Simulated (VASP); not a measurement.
# AlN (P6_3mc) in VASP: a series of runs, part 2 of 3

VASP 6.6.1. The steps go on from the part before.

## (3) Single point, PBEsol

This run uses another cell than the first one, of the same volume but with other edges.

Input file INCAR:

```
SYSTEM = AlN
  PREC = Accurate
  ENCUT = 520
  EDIFF = 1E-6
  ISMEAR = 0
  SIGMA = 0.05
  LREAL = .False.
  LASPH = .True.
  NELM = 100
  ALGO = Normal
  ISIF = 2
  LWAVE = .False.
  LCHARG = .True.
  GGA = PS
  LELF = .True.
  LVHAR = .True.
  NBANDS = 16
```

Input file KPOINTS:

```
Automatic mesh
0
Gamma
  9 9 6
  0 0 0
```

Input file POSCAR:

```
AlN
1.0
    2.9275651106      0.0000000000      0.0000000000
   -1.4637825553      2.5353457570      0.0000000000
    0.0000000000      0.0000000000      5.6213728221
Al N
2 2
Direct
    0.3333333333      0.6666666667      0.0000000000
    0.6666666667      0.3333333333      0.5000000000
    0.3333333333      0.6666666667      0.3850000000
    0.6666666667      0.3333333333      0.8850000000
```

Potentials or basis: VASP PAW PBE potentials, release 64 (Al, N).

On the command line:

```bash
$ cat potpaw_PBE.64/Al/POTCAR potpaw_PBE.64/N/POTCAR > POTCAR
$ mpirun -np 1 vasp_std > vasp.out
```

Run time: 29 s. Hardware: 1 thread of Intel Xeon Platinum 8375C at 2.90GHz (Ice Lake), shared host; peak memory 0.17 GiB.

It converged, with:

* Free energy: -30.1885 eV
* Pressure: 11.3 GPa
* Largest force: 1.052 eV/Å
* Band gap on the k mesh: 3.01 eV, direct

Forces in eV/Å, atoms in the order of the input:
```
Al   0.000  0.000  1.052
Al   0.000  0.000  1.052
N    0.000  0.000 -1.052
N    0.000  0.000 -1.052
```

Stress tensor (GPa, compression positive):
```
 33.63   0.00   0.00
  0.00  33.63   0.00
  0.00   0.00 -33.30
```

Levels at points of the mesh, in eV from the valence-band top:
| k point | band 6 | band 7 | band 8 | band 9 | band 10 | band 11 |
| --- | --- | --- | --- | --- | --- | --- |
| (0.00, 0.00, 0.00) | -0.26 | 0.00 | 0.00 | 3.01 | 8.29 | 9.49 |
| (0.00, 0.00, 0.50) | -0.13 | -0.13 | -0.13 | 6.39 | 6.39 | 9.92 |

Caveat: the PAW data sets were made with another functional, which shifts forces and pressure a little.

## (4) Single point, PBEsol

This run uses another cell than the first one, of the same volume but with other edges.

Input file INCAR:

```
SYSTEM = AlN
PREC     = Accurate       ! precision mode
ENCUT    = 520            ! plane-wave cutoff, eV
EDIFF    = 1E-7           ! SCF threshold, eV
ISMEAR   = 0              ! smearing method
SIGMA    = 0.05           ! smearing width, eV
LREAL    = .FALSE.        ! projectors in reciprocal space
LASPH    = .TRUE.         ! aspherical terms in the spheres
NELM     = 60             ! most SCF steps
ALGO     = Normal         ! electronic algorithm
ISIF     = 2              ! what is computed and relaxed
LWAVE    = .FALSE.        ! write WAVECAR
LCHARG   = .FALSE.        ! write CHGCAR
GGA      = PS             ! functional
NBANDS   = 16             ! bands
```

Input file KPOINTS:

```
Automatic mesh
0
G
  9 9 6
  0 0 0
```

Input file POSCAR:

```
AlN
1.0
    3.1986817736      0.0000000000      0.0000000000
   -1.5993408868      2.7701396745      0.0000000000
    0.0000000000      0.0000000000      4.7088346859
Al N
2 2
Direct
    0.3333333333      0.6666666667      0.0000000000
    0.6666666667      0.3333333333      0.5000000000
    0.3333333333      0.6666666667      0.3850000000
    0.6666666667      0.3333333333      0.8850000000
```

Potentials or basis: VASP PAW PBE potentials, release 64 (Al, N).

On the command line:

```bash
$ cat potpaw_PBE.64/Al/POTCAR potpaw_PBE.64/N/POTCAR > POTCAR
$ mpirun -np 1 vasp_std > vasp.out
```

OUTCAR:

```text
SYSTEM = AlN
   PREC = Accurate
   ENCUT = 520
   EDIFF = 1E-7
   ISMEAR = 0
   LREAL = .FALSE.
   LASPH = .TRUE.
   NELM = 60
   ISIF = 2
   GGA = PS

 ion  position               nearest neighbor table
   1  0.333  0.667  0.000-   3 1.81   4 1.92   4 1.92   4 1.92   2 2.99   2 2.99   2 2.99   2 2.99
                             2 2.99   2 2.99
   2  0.667  0.333  0.500-   4 1.81   3 1.92   3 1.92   3 1.92   1 2.99   1 2.99   1 2.99   1 2.99
                             1 2.99   1 2.99
   3  0.333  0.667  0.385-   1 1.81   2 1.92   2 1.92   2 1.92
   4  0.667  0.333  0.885-   2 1.81   1 1.92   1 1.92   1 1.92

  LATTYP: Found a hexagonal cell.
 ALAT       =     3.1986817736
 C/A-ratio  =     1.4721172718

  Lattice vectors:

 A1 = (   3.1986817736,   0.0000000000,   0.0000000000)
 A2 = (  -1.5993408868,   2.7701396745,   0.0000000000)
 A3 = (   0.0000000000,   0.0000000000,   4.7088346859)

Analysis of symmetry for initial positions (statically):
=====================================================================
 Subroutine PRICEL returns:
 Original cell was already a primitive cell.

 Routine SETGRP: Setting up the symmetry group for a
 hexagonal supercell.

 Subroutine GETGRP returns: Found 12 space group operations
 (whereof  6 operations were pure point group operations)
 out of a pool of 24 trial point group operations.

The static configuration has the point symmetry C_3v.
 The point group associated with its full space group is C_6v.

Analysis of symmetry for dynamics (positions and initial velocities):
=====================================================================
 Subroutine PRICEL returns:
 Original cell was already a primitive cell.

 Routine SETGRP: Setting up the symmetry group for a
 hexagonal supercell.

 Subroutine GETGRP returns: Found 12 space group operations
 (whereof  6 operations were pure point group operations)
 out of a pool of 24 trial point group operations.

The dynamic configuration has the point symmetry C_3v.
 The point group associated with its full space group is C_6v.

 Subroutine INISYM returns: Found 12 space group operations
[... 121 lines left out ...]
     AMIX_MAG =   1.60;   BMIX_MAG =  1.00
  volume/ion in A,a.u.               =      10.43        70.39
  Fermi-wavevector in a.u.,A,eV,Ry     =   1.189377  2.247596 19.247033  1.414617
  Thomas-Fermi vector in A             =   2.325485
   LORBIT       =      0    0 simple, 1 ext, 2 COOP (PROOUT), +10 PAW based schemes
   GGA     = PS    functional components
   LHFCALC =     F    Hartree Fock is set to
   AEXX    =    0.0000 exact exchange contribution
   IVDW    =     0    specifies the selected vdW correction
   LEPSILON=     F    determine dielectric tensor
   LRPA    =     F    only Hartree local field effects (RPA)
 non-spin polarized calculation
 Gauss-broadening in eV      SIGMA  =   0.05
  energy-cutoff  :      520.00
  volume of cell :       41.72
 maximum number of plane-waves:      1140
 NGX is ok and might be reduce to    24

 number of electron      16.0000004 magnetization

 Free energy of the ion-electron system (eV)
  ---------------------------------------------------
  ext. energy  EPLUGINS =         0.00000000
  ---------------------------------------------------
  free energy    TOTEN  =       -31.09742346 eV

  energy without entropy =      -31.09742346  energy(sigma->0) =      -31.09742346

 E-fermi :   6.6075     XC(G=0): -11.1061

 val. band max:        6.3373859784   @ k =   0.0000   0.0000   0.0000
 cond. band min:      10.1913058108   @ k =   0.0000   0.0000   0.0000
 fundamental gap:      3.8539198324
 Fermi energy:         6.6074549158

 k-point     1 :       0.0000    0.0000    0.0000
  band No.  band energies     occupation
      1      -9.1142      2.00000
      2      -6.5575      2.00000
      3       0.2797      2.00000
      4       4.8575      2.00000
      5       4.8575      2.00000
      6       5.7765      2.00000
[... 433 lines left out ...]
      3       1.2079      2.00000
      4       1.8181      2.00000
      5       1.8181      2.00000
      6       3.6628      2.00000
[... 8 lines left out ...]
     15      18.8148      0.00000
     16      20.5603      0.00000

 [... further k-points ...]
[... 5 lines left out ...]
  --------------------------------------------------------------------------------------
  -------------------------------------------------------------------------------------
  Total       -2.4791961     -2.4791961      5.7936079      0.0000000      0.0000000      0.0000000
  in kB      -95.1996432    -95.1996432    222.4710663      0.0000000      0.0000000      0.0000000
  external PRESSURE =      10.6905933 kB  Pullay stress =       0.0000000 kB

 VOLUME and BASIS-vectors are now :
 -----------------------------------------------------------------------------
  energy-cutoff  :      520.00
  volume of cell :       41.72
      direct lattice vectors                 reciprocal lattice vectors
     3.198681774  0.000000000  0.000000000     0.312628786  0.180496314  0.000000000
    -1.599340887  2.770139675  0.000000000     0.000000000  0.360992628  0.000000000
     0.000000000  0.000000000  4.708834686     0.000000000  0.000000000  0.212366767

 POSITION                                       TOTAL-FORCE (eV/Angst)
 -----------------------------------------------------------------------------------
     -0.00000      1.84676      0.00000         0.000000      0.000000     -1.142510
      1.59934      0.92338      2.35442        -0.000000     -0.000000     -1.142510
     -0.00000      1.84676      1.81290        -0.000000     -0.000000      1.142510
      1.59934      0.92338      4.16732        -0.000000     -0.000000      1.142510
 -----------------------------------------------------------------------------------
    total drift:                               -0.000000     -0.000000      0.000421

  FREE ENERGIE OF THE ION-ELECTRON SYSTEM (eV)
  ---------------------------------------------------
  free  energy   TOTEN  =       -31.0974234553 eV

  energy  without entropy=      -31.0974234553  energy(sigma->0) =      -31.09742346
```

OSZICAR:

```text
N       E                     dE             d eps       ncg     rms          rms(c)
DAV:   1     0.407498699681E+02    0.40750E+02   -0.72694E+03  1536   0.892E+02
DAV:   2    -0.320668939762E+02   -0.72817E+02   -0.67391E+02  2208   0.189E+02
DAV:   3    -0.356085702177E+02   -0.35417E+01   -0.35332E+01  1840   0.429E+01
DAV:   4    -0.356298036521E+02   -0.21233E-01   -0.21232E-01  1920   0.376E+00
DAV:   5    -0.356300850466E+02   -0.28139E-03   -0.28139E-03  1856   0.431E-01    0.118E+01
DAV:   6    -0.311606705642E+02    0.44694E+01   -0.94902E+00  1864   0.224E+01    0.420E+00
DAV:   7    -0.311374544477E+02    0.23216E-01   -0.62583E-01  1624   0.556E+00    0.290E+00
DAV:   8    -0.311022694274E+02    0.35185E-01   -0.81103E-02  1776   0.238E+00    0.621E-01
DAV:   9    -0.310971372212E+02    0.51322E-02   -0.13639E-02  1920   0.881E-01    0.257E-01
DAV:  10    -0.310975124509E+02   -0.37523E-03   -0.16100E-03  1704   0.273E-01    0.143E-01
DAV:  11    -0.310974223766E+02    0.90074E-04   -0.18127E-04  1752   0.104E-01    0.228E-02
DAV:  12    -0.310974238601E+02   -0.14835E-05   -0.94918E-06  1776   0.244E-02    0.697E-03
DAV:  13    -0.310974234448E+02    0.41534E-06   -0.11610E-06  1952   0.852E-03    0.151E-03
DAV:  14    -0.310974234553E+02   -0.10559E-07   -0.78595E-08   912   0.225E-03
   1 F= -.31097423E+02 E0= -.31097423E+02  d E =-.123955E-16
```

stdout:

```text
POSCAR found type information on POSCAR AlN
 POSCAR found :  2 types and       4 ions
 scaLAPACK will be used
 -----------------------------------------------------------------------------
|                                                                             |
|                                                                             |
|     You enforced a specific xc type in the INCAR file but a different       |
|     I HOPE YOU KNOW WHAT YOU ARE DOING!                                     |
|                                                                             |
 -----------------------------------------------------------------------------

 LDA part: xc-table for (Slater+PW92), standard interpolation
 POSCAR, INCAR and KPOINTS ok, starting setup
 FFT: planning ... GRIDC
 FFT: planning ... GRID_SOFT
 FFT: planning ... GRID
 WAVECAR not read
 entering main loop
```

It took 25 s on 1 thread of Intel Xeon Platinum 8375C at 2.90GHz (Ice Lake), shared host; peak memory 0.16 GiB.

Results:

```
Free energy            : -31.0974 eV
Pressure               : 1.1 GPa
Largest force          : 1.143 eV/Å
Band gap on the k mesh : 3.85 eV, direct
```

Forces on the atoms (eV/Å):
```
Al   0.000  0.000 -1.143
Al   0.000  0.000 -1.143
N    0.000  0.000  1.143
N    0.000  0.000  1.143
```

Stress tensor (GPa, compression positive):
```
-9.52  0.00  0.00
 0.00 -9.52  0.00
 0.00  0.00 22.25
```

Caveat: the PAW data sets were made with another functional, which shifts forces and pressure a little. A k mesh can miss the band edges.

(Part 2 of 3 ends here.)
